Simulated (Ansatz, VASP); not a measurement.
## Two plane-wave programs on AlNi3

```
Al Ni
1.0
     0.00000    2.83617    2.83617
     2.83617    0.00000    2.83617
     2.83617    2.83617    0.00000
Al Ni
1 3
Direct
  0.50000 0.50000 0.50000
  0.25000 0.25000 0.25000
  0.00000 0.00000 0.00000
  0.75000 0.75000 0.75000
```

Alike in both runs: task relaxation of cell and atoms; functional LDA; k mesh 14 × 14 × 14; occupations gaussian, width 0.1 eV; no spin polarisation.

|  | VASP | Ansatz |
| --- | --- | --- |
| version | VASP 6.6.1 | Ansatz 0.2.0 |
| potentials or method | VASP PAW LDA potentials, release 64 (Al, Ni), cutoff 600 eV | scalar-relativistic, plane waves, PAW |
| valence electrons in the cell | 33 | 57 |

|  | VASP | Ansatz | Ansatz less VASP |
| --- | --- | --- | --- |
| gap on the k mesh at the Fermi level, each at its own relaxed structure (eV) | none | none | - |
| relaxed volume (Å³/atom) | 10.61 | 10.60 | -0.010 |
| relaxed cell length with the largest relative difference (Å) | 3.916 | 3.914 | -0.0012 |

LDA's correlation is that of Perdew and Zunger in VASP and of Perdew and Wang (1992) in Ansatz. A gap of «none» marks a metal or a gap that the smearing closes. VASP's potentials hold 33 valence electrons a cell and Ansatz's 57, so a difference there can come from the potentials and not from the codes.
